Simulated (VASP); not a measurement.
# Ir (Fm-3m) in VASP: single point with r2SCAN

Aim: the single point of Ir with r2SCAN.

All numbers are computed with VASP 6.6.1; they aren't measurements. Logs are shortened: lines on timing, memory, paths and dates and some standing lists are left out, and cuts for length are marked.

**1. The cell of the first run**

The structure is cubic, space group Fm-3m (No. 225). Conventional cell: a = 3.799 Å, b = 3.799 Å, c = 3.799 Å, α = 90.00°, β = 90.00°, γ = 90.00°. Ir (site symmetry m-3m) has 12 Ir at 2.69 Å within 3.5 Å.

**2. Single point, r2SCAN (13.70 Å³/atom)**

POSCAR reads:

```
Ir
1.0
    0.0000000000      1.8992957852      1.8992957852
    1.8992957852      0.0000000000      1.8992957852
    1.8992957852      1.8992957852      0.0000000000
Ir
1
Direct
    0.0000000000      0.0000000000      0.0000000000
```

INCAR.step1 reads:

```
PREC = Accurate
ENCUT = 620
ISMEAR = 0
SIGMA = 0.05
LREAL = False
LASPH = True
NELM = 120
NBANDS = 14
GGA = PE
ALGO = Normal
EDIFF = 1E-5
LWAVE = True
LCHARG = False
GGA_COMPAT = False
```

INCAR.step2 reads:

```
PREC = Accurate
ENCUT = 620
EDIFF = 1E-6
ISMEAR = 0
SIGMA = 0.05
LREAL = False
LASPH = True
NELM = 120
ALGO = Normal
ISIF = 2
LWAVE = False
LCHARG = True
METAGGA = R2SCAN
LMIXTAU = True
LELF = True
LVHAR = True
NBANDS = 14
ISTART = 1
GGA_COMPAT = False
```

KPOINTS reads:

```
Automatic mesh
0
Gamma
  18 18 18
```

Potentials or basis: VASP PAW PBE potentials, release 64 (Ir_sv_GW).

The run is started by

```console
$ cat potpaw_PBE.64/Ir_sv_GW/POTCAR > POTCAR
$ cp INCAR.step1 INCAR
$ mpirun -np 1 vasp_std > vasp.out
$ cp INCAR.step2 INCAR
$ mpirun -np 1 vasp_std > vasp.out
```

OUTCAR:

```text
PREC = Accurate
   ENCUT = 620
   EDIFF = 1E-6
   ISMEAR = 0
   LREAL = False
   LASPH = True
   NELM = 120
   ISIF = 2
   METAGGA = R2SCAN
   ISTART = 1

 ion  position               nearest neighbor table
   1  0.000  0.000  0.000-

  LATTYP: Found a face centered cubic cell.
 ALAT       =     3.7985915704

  Lattice vectors:

 A1 = (   0.0000000000,   1.8992957852,   1.8992957852)
 A2 = (   1.8992957852,   0.0000000000,   1.8992957852)
 A3 = (   1.8992957852,   1.8992957852,   0.0000000000)

Analysis of symmetry for initial positions (statically):
=====================================================================
 Subroutine PRICEL returns:
 Original cell was already a primitive cell.

 Routine SETGRP: Setting up the symmetry group for a
 face centered cubic supercell.

 Subroutine GETGRP returns: Found 48 space group operations
 (whereof 48 operations were pure point group operations)
 out of a pool of 48 trial point group operations.

The static configuration has the point symmetry O_h .

Analysis of symmetry for dynamics (positions and initial velocities):
=====================================================================
 Subroutine PRICEL returns:
 Original cell was already a primitive cell.

 Routine SETGRP: Setting up the symmetry group for a
 face centered cubic supercell.

 Subroutine GETGRP returns: Found 48 space group operations
 (whereof 48 operations were pure point group operations)
 out of a pool of 48 trial point group operations.

The dynamic configuration has the point symmetry O_h .

 Subroutine INISYM returns: Found 48 space group operations
 (whereof 48 operations are pure point group operations),
 and found     1 'primitive' translations

----------------------------------------------------------------------------------------

                                     Primitive cell

  volume of cell :      13.7028

  direct lattice vectors                    reciprocal lattice vectors
     0.000000000  1.899295785  1.899295785    -0.263255468  0.263255468  0.263255468
     1.899295785  0.000000000  1.899295785     0.263255468 -0.263255468  0.263255468
     1.899295785  1.899295785  0.000000000     0.263255468  0.263255468 -0.263255468

  length of vectors
     2.686009858  2.686009858  2.686009858     0.455971845  0.455971845  0.455971845

  position of ions in fractional coordinates (direct lattice)
     0.000000000  0.000000000  0.000000000

[... 77 lines left out ...]
   EDIFFG = 0.1E-04   stopping-criterion for IOM
   NSW    =      0    number of steps for IOM
   IBRION =     -1    ionic relax: 0-MD 1-quasi-New 2-CG
   NFREE  =      0    steps in history (QN), initial steepest desc. (CG)
   ISIF   =      2    stress and relaxation
   ISYM   =      2    0-nonsym 1-usesym 2-fastsym
   POTIM  = 0.5000    time-step for ionic-motion
   TEBEG  =    0.0;   TEEND  =   0.0 temperature during run
   PSTRESS=    0.0 pullay stress
   NELECT =      17.0000    total number of electrons
   NUPDOWN=      -1.0000    fix difference up-down
   EMIN   =  10.00;   EMAX   =-10.00  energy-range for DOS
   EFERMI =   0.00;   METHOD = LEGACY
   ISMEAR =     0;   SIGMA  =   0.05  broadening in eV -4-tet -1-fermi 0-gaus
   EFERMI_NEDOS =   21; number of points for ismear=-14 and -15
   IALGO  =     38    algorithm
   IMIX   =      4    mixing-type and parameters
     AMIX     =   0.40;   BMIX     =  1.00
     AMIX_MAG =   1.60;   BMIX_MAG =  1.00
  volume/ion in A,a.u.               =      13.70        92.47
  Fermi-wavevector in a.u.,A,eV,Ry     =   1.759092  3.324202 42.101928  3.094404
  Thomas-Fermi vector in A             =   2.828122
   LORBIT       =      0    0 simple, 1 ext, 2 COOP (PROOUT), +10 PAW based schemes
   METAGGA = R2SCAN    functional components
   LHFCALC =     F    Hartree Fock is set to
   AEXX    =    0.0000 exact exchange contribution
   IVDW    =     0    specifies the selected vdW correction
   LEPSILON=     F    determine dielectric tensor
   LRPA    =     F    only Hartree local field effects (RPA)
 non-spin polarized calculation
 Gauss-broadening in eV      SIGMA  =   0.05
  energy-cutoff  :      620.00
  volume of cell :       13.70
 maximum number of plane-waves:       531
 NGX is ok and might be reduce to    24
   NGX = 11   NGY = 11   NGZ = 11

 number of electron      17.0000000 magnetization

 Free energy of the ion-electron system (eV)
  ---------------------------------------------------
  ext. energy  EPLUGINS =         0.00000000
  ---------------------------------------------------
  free energy    TOTEN  =       -52.88889446 eV

  energy without entropy =      -52.88781334  energy(sigma->0) =      -52.88835390

 E-fermi :  13.3420     XC(G=0): -16.1380

 val. band max:       13.3382071749   @ k =   0.5000   0.2222   0.1111
 cond. band min:      13.3465593512   @ k =  -0.3333   0.3333   0.0000
 fundamental gap:      0.0083521764
 Fermi energy:        13.3419743319

 k-point     1 :       0.0000    0.0000    0.0000
  band No.  band energies     occupation
      1     -81.8673      2.00000
      2     -37.6209      2.00000
      3     -37.6209      2.00000
      4     -37.6209      2.00000
      5       1.4435      2.00000
      6       9.0981      2.00000
      7       9.0981      2.00000
      8       9.0981      2.00000
      9      11.9510      2.00000
     10      11.9510      2.00000
     11      27.4521      0.00000
     12      33.4381      0.00000
     13      33.4381      0.00000
     14      33.4381      0.00000
[... 377 lines left out ...]
      1     -81.8240      2.00000
      2     -38.0799      2.00000
      3     -37.7147      2.00000
      4     -37.6731      2.00000
      5       3.8121      2.00000
      6       8.3720      2.00000
      7       9.5685      2.00000
      8       9.6666      2.00000
      9      11.6451      2.00000
     10      12.5905      2.00000
     11      28.0228      0.00000
     12      30.6591      0.00000
     13      36.2531      0.00000
     14      37.5885      0.00000

 [... further k-points ...]
[... 5 lines left out ...]
  --------------------------------------------------------------------------------------
  -------------------------------------------------------------------------------------
  Total        1.1785712      1.1785712      1.1785712      0.0000000      0.0000000      0.0000000
  in kB      137.8029804    137.8029804    137.8029804      0.0000000      0.0000000      0.0000000
  external PRESSURE =     137.8029804 kB  Pullay stress =       0.0000000 kB

 VOLUME and BASIS-vectors are now :
 -----------------------------------------------------------------------------
  energy-cutoff  :      620.00
  volume of cell :       13.70
      direct lattice vectors                 reciprocal lattice vectors
     0.000000000  1.899295785  1.899295785    -0.263255468  0.263255468  0.263255468
     1.899295785  0.000000000  1.899295785     0.263255468 -0.263255468  0.263255468
     1.899295785  1.899295785  0.000000000     0.263255468  0.263255468 -0.263255468

 POSITION                                       TOTAL-FORCE (eV/Angst)
 -----------------------------------------------------------------------------------
      0.00000      0.00000      0.00000        -0.000000     -0.000000      0.000000
 -----------------------------------------------------------------------------------
    total drift:                                0.000000      0.000000     -0.000000

  FREE ENERGIE OF THE ION-ELECTRON SYSTEM (eV)
  ---------------------------------------------------
  free  energy   TOTEN  =       -52.8888944593 eV

  energy  without entropy=      -52.8878133351  energy(sigma->0) =      -52.88835390
```

OUTCAR.step1:

```text
PREC = Accurate
   ENCUT = 620
   ISMEAR = 0
   LREAL = False
   LASPH = True
   NELM = 120
[... 623 lines left out ...]

 POSITION                                       TOTAL-FORCE (eV/Angst)
 -----------------------------------------------------------------------------------
      0.00000      0.00000      0.00000         0.000000      0.000000      0.000000
 -----------------------------------------------------------------------------------
    total drift:                                0.000000      0.000000     -0.000000

  FREE ENERGIE OF THE ION-ELECTRON SYSTEM (eV)
  ---------------------------------------------------
  free  energy   TOTEN  =        -9.3712344384 eV

  energy  without entropy=       -9.3699795426  energy(sigma->0) =       -9.37060699
```

Run time: 84 s. Hardware: 1 thread of Intel Xeon Platinum 8375C at 2.90GHz (Ice Lake), shared host; peak memory 0.19 GiB.

Results:

- Free energy: -52.8889 eV
- Pressure: 13.8 GPa
- Band gap on the k mesh: zero (an odd number of electrons rules out a gap without spin polarisation)

Caveat: the cell stands under pressure; the PAW data sets were made with another functional, which shifts forces and pressure a little; spin-orbit coupling is left out, which moves the levels of the heavy elements.
